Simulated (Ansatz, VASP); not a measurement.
## Two plane-wave programs on Ta4O

File INCAR:

```
SYSTEM = Ta4O
  ALGO = Normal
  EDIFF = 1E-6
  ENCUT = 520
  GGA = PE
  ISIF = 2
  ISMEAR = 0
  LASPH = .True.
  LCHARG = .False.
  LREAL = .False.
  LWAVE = .False.
  NBANDS = 61
  NELM = 60
  PREC = Accurate
  SIGMA = 0.15
```

The input KPOINTS:

```
k-points
0
Gamma
  14 14 4
  0 0 0
```

Contents of POSCAR:

```
Ta4O
1.0
   -3.2547070438      0.0000000000      0.0000000000
    0.0000000000     -3.2547070438      0.0000000000
    0.0000000000      0.0000000000     15.0407733139
Ta O
8 2
Direct
    1.0000000000      1.0000000000      0.0695740299
    1.0000000000      1.0000000000      0.5612632870
    0.5000000000      0.5000000000      0.2086791793
    0.5000000000      0.5000000000      0.7003684364
    0.5000000000      0.5000000000      0.9138473946
    0.5000000000      0.5000000000      0.4221581375
    1.0000000000      0.0000000000      0.8071079155
    1.0000000000      0.0000000000      0.3154186584
    0.5000000000      0.5000000000      0.0695740299
    0.5000000000      0.5000000000      0.5612632870
```

Input for Ansatz:

```yaml
crystal:
  lattice:
    - [-3.2547070438, 0.0, 0.0]
    - [0.0, -3.2547070438, 0.0]
    - [0.0, 0.0, 15.0407733139]
  atoms:
    - { symbol: Ta, position: [1.0, 1.0, 0.0695740299] }
    - { symbol: Ta, position: [1.0, 1.0, 0.561263287] }
    - { symbol: Ta, position: [0.5, 0.5, 0.2086791793] }
    - { symbol: Ta, position: [0.5, 0.5, 0.7003684364] }
    - { symbol: Ta, position: [0.5, 0.5, 0.9138473946] }
    - { symbol: Ta, position: [0.5, 0.5, 0.4221581375] }
    - { symbol: Ta, position: [1.0, 0.0, 0.8071079155] }
    - { symbol: Ta, position: [1.0, 0.0, 0.3154186584] }
    - { symbol: O, position: [0.5, 0.5, 0.0695740299] }
    - { symbol: O, position: [0.5, 0.5, 0.561263287] }
basis:
  ecutwfc: 420
kpoints:
  mp_grid: { grid: [14, 14, 4] }
hamiltonian:
  xc: pbe
scf:
  occupations: { method: gaussian, width: 0.15 }
output:
  forces: true
  stress: true
  eigenvalues: true
```

Alike in both runs: task single point; functional PBE; k mesh 14 × 14 × 4; occupations gaussian, width 0.15 eV; no spin polarisation.

|  | VASP | Ansatz |
| --- | --- | --- |
| version | VASP 6.6.1 | Ansatz 0.2.0 |
| potentials or method | VASP PAW PBE potentials, release 64 (Ta_pv, O), cutoff 520 eV | scalar-relativistic, plane waves, PAW |
| valence electrons in the cell | 100 | 116 |

|  | VASP | Ansatz | Ansatz less VASP |
| --- | --- | --- | --- |
| gap on the k mesh at the Fermi level (eV) | none | none | - |
| pressure (GPa) | -2.7 | -2.9 | -0.22 |
| traceless stress, the component that is largest in VASP (GPa) | -1.63 | -1.74 | -0.105 |
| rms of the force components (eV/Å) | 0.374 | 0.372 | -0.0021 |

Atom by atom the forces differ by 0.013 eV/Å (rms over components). A gap of «none» marks a metal or a gap that the smearing closes. VASP's potentials hold 100 valence electrons a cell and Ansatz's 116, so a difference there can come from the potentials and not from the codes.

Neither program's run includes spin-orbit coupling.
